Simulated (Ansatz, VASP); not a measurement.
**One calculation of Ge, two programs**

```xyz
4
Lattice="4.0775 0.0000 0.0000 -2.0388 3.5313 0.0000 0.0000 0.0000 6.5994" Properties=species:S:1:pos:R:3 pbc="T T T"
Ge    2.0388    1.1771    0.4151
Ge    0.0000    2.3542    3.7148
Ge    2.0388    1.1771    2.8846
Ge    0.0000    2.3542    6.1843
```

Change from the starting cell: equal xx and yy strain of +2 %, crystal datasets.

Alike in both runs: task electric field gradients; functional PBE; k mesh 11 × 11 × 6; occupations fermi-dirac, width 0.05 eV; no spin polarisation.

|  | VASP | Ansatz |
| --- | --- | --- |
| version | VASP 6.6.1 | Ansatz 0.2.0 |
| potentials or method | VASP PAW PBE potentials, release 64 (Ge_d), cutoff 520 eV | all-electron PAW with datasets made for the crystal, scalar-relativistic |

```csv
,VASP,Ansatz,Ansatz less VASP
pressure (GPa),0.3,0.3,+0.05
"traceless stress, the component that is largest in VASP (GPa)",2.09,2.09,-0.002
rms of the force components (eV/Å),0.106,0.106,+0.0005
size of Vzz on the site where it differs most (V/Å²),5.4,5.1,-0.23
```

Atom by atom the forces differ by 0.001 eV/Å (rms over components). Ansatz ran all-electron here, and VASP with PAW potentials.
